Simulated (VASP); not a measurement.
The system is NaH.

```
Na H
1.0
     2.71461    0.00000    0.00000
    -1.35730    2.35092    0.00000
     0.00000    0.00000    4.63466
Na H
1 1
Cartesian
  0.0000 0.0000 2.3173
  0.0000 0.0000 0.0000
```

The cell was generated, and may not be a known phase.

```yaml
Program: VASP 6.6.1
Task: relaxation of cell and atoms
Functional: PBE
Potentials_or_basis: VASP PAW PBE potentials, release 64 (Na_sv, H)
Cutoff: 1130 eV
k_mesh: 9 × 9 × 4
Occupations: gaussian, width 0.1 eV
Spin: no spin polarisation
```

At the start: pressure 4.8 GPa; volume 14.79 Å³/atom.

Q: How do energy, volume and symmetry change on relaxing?

A: Over 14 steps the energy falls by 700.5 meV/atom and the volume is 22.96 Å³/atom (+55.3 %); space group P6/mmm (No. 191, to 0.1 Å) before and after.

Step by step:
| step | energy change (eV) | largest force (eV/Å) | pressure (GPa) | volume (Å³) |
| --- | --- | --- | --- | --- |
| 1 | 0.0000 | 0.0000 | 4.80 | 29.58 |
| 2 | -0.6516 | 0.0000 | 3.33 | 31.26 |
| 3 | -0.2233 | 0.0000 | 19.32 | 33.05 |
| 4 | -1.1039 | 0.0000 | 5.40 | 32.58 |
| 5 | -1.1147 | 0.0000 | 8.15 | 32.97 |
| 6 | -1.1306 | 0.0000 | 7.40 | 32.90 |
| 7 | -1.3169 | 0.0000 | 3.59 | 38.63 |
| 8 | -1.3878 | 0.0000 | -1.46 | 48.46 |
| 9 | -1.3977 | 0.0000 | 0.25 | 45.15 |
| 10 | -1.3986 | 0.0000 | -0.09 | 45.84 |
| 11 | -1.3985 | 0.0000 | -0.24 | 46.12 |
| 12 | -1.3997 | 0.0000 | -0.42 | 46.67 |
| 13 | -1.4002 | 0.0000 | -0.35 | 46.48 |
| 14 | -1.4010 | 0.0000 | -0.03 | 45.92 |

Final structure:
```
CELL_PARAMETERS angstrom
3.68401 0.00000 0.00000
-1.84201 3.19045 0.00000
0.00000 0.00000 3.90724
ATOMIC_POSITIONS crystal
Na 0.00000 0.00000 0.50000
H 0.00000 0.00000 0.00000
```

Caveat: the volume moved by over 15 % at a fixed basis, so the end points are rough.
